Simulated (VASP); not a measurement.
# InP: single point with HSE06

InP:

```
In P
1.0
     0.00000    2.95379    2.95379
     2.90032    0.00000    2.95379
     2.90032    2.95379    0.00000
In P
1 1
Direct
  0.00000 0.00000 0.00000
  0.25000 0.25000 0.25000
```

This cell differs from its parent crystal: uniaxial x strain -1.8%.

| Item | Value |
| --- | --- |
| Program | VASP 6.6.1 |
| Task | single point |
| Functional | HSE06 |
| Potentials or basis | VASP PAW PBE potentials, release 64 (In_d, P) |
| Cutoff | 520 eV |
| k mesh | 6 × 6 × 6 |
| Occupations | gaussian, width 0.01 eV |
| Spin | no spin polarisation |

| Item | Value |
| --- | --- |
| Pressure | 1.0 GPa |
| Band gap on the k mesh | 1.41 eV |

Stress tensor (GPa, compression positive):
```
1.52 0.00 0.00
0.00 0.70 0.00
0.00 0.00 0.70
```

Levels at points of the mesh, in eV from the valence-band top:
| k point | band 7 | band 8 | band 9 | band 10 | band 11 | band 12 |
| --- | --- | --- | --- | --- | --- | --- |
| (0.00, 0.00, 0.00) | -0.09 | -0.09 | 0.00 | 1.41 | 4.84 | 4.87 |
| (0.50, 0.00, 0.00) | -6.27 | -1.17 | -1.05 | 2.18 | 5.53 | 5.67 |
| (0.50, 0.50, 0.00) | -6.31 | -2.55 | -2.53 | 2.35 | 2.99 | 10.26 |
| (0.00, 0.50, 0.50) | -6.19 | -2.65 | -2.65 | 2.25 | 2.82 | 10.44 |

Run time: 54 min on 4 MPI ranks on Oxide Virtual Turin-like Processor, with other jobs on the host, peak memory 0.28 GiB a rank.

Caveat: the cell differs from its parent crystal (uniaxial x strain -1.8%); the PAW data sets were made with another functional, which shifts forces and pressure a little; spin-orbit coupling is left out, which moves the levels of the heavy elements.
